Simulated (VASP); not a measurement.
**Sn3Se: single point with PBE**

Crystal: Sn3Se.

```
CELL_PARAMETERS angstrom
5.27945 0.00000 0.00000
2.63973 4.57214 0.00000
2.63973 1.52405 4.31066
ATOMIC_POSITIONS crystal
Sn 0.25000 0.25000 0.25000
Sn 0.75000 0.75000 0.75000
Sn 0.50000 0.50000 0.50000
Se 0.00000 0.00000 0.00000
```

```
Program             : VASP 6.6.1
Task                : single point
Functional          : PBE
Potentials or basis : VASP PAW PBE potentials, release 64 (Sn_d, Se)
Cutoff              : 500 eV
k mesh              : 5 × 5 × 5
Occupations         : fermi-dirac, width 0.1 eV
Spin                : no spin polarisation
```

```json
{
 "Pressure": "0.1 GPa"
}
```

Levels at points of the mesh, in eV from the Fermi level:
```tsv
k point	band 22	band 23	band 24	band 25	band 26	band 27
(0.00, 0.00, 0.00)	-2.84	-1.25	-1.25	-1.25	-0.52	-0.52
```

Run time: 28 s on 1 thread of AMD EPYC 7R13 Processor (Zen 3), with other jobs on the host, peak memory 0.21 GiB.

Caveat: this odd mesh misses L, where the gap lies, so gap, dielectric constants and Born charges aren't listed; spin-orbit coupling is left out, which moves the levels of the heavy elements.
